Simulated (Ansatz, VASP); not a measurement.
## Two plane-wave programs on Ag

```xyz
1
Lattice="0.0000 2.0300 2.0300 2.0300 0.0000 2.0300 2.0300 2.0300 0.0000" Properties=species:S:1:pos:R:3 pbc="T T T"
Ag    0.0000    0.0000    0.0000
```

Alike in both runs: task single point; functional PBEsol; dispersion D4; k mesh 8 × 8 × 8; occupations gaussian, width 0.1 eV; no spin polarisation.

```csv
,VASP,Ansatz
version,VASP 6.6.1,Ansatz 0.2.0
potentials or method,"VASP PAW PBE potentials, release 64 (Ag), cutoff 500 eV","scalar-relativistic, plane waves, PAW"
valence electrons in the cell,11,19
```

```tsv
	VASP	Ansatz	Ansatz less VASP
gap on the k mesh at the Fermi level (eV)	none	none	-
pressure (GPa)	-3.1	-2.9	+0.21
```

VASP's potentials were made for PBE, not for PBEsol, and Ansatz warns of the same on its side. A gap of «none» marks a metal or a gap that the smearing closes. VASP's potentials hold 11 valence electrons a cell and Ansatz's 19, so a difference there can come from the potentials and not from the codes.
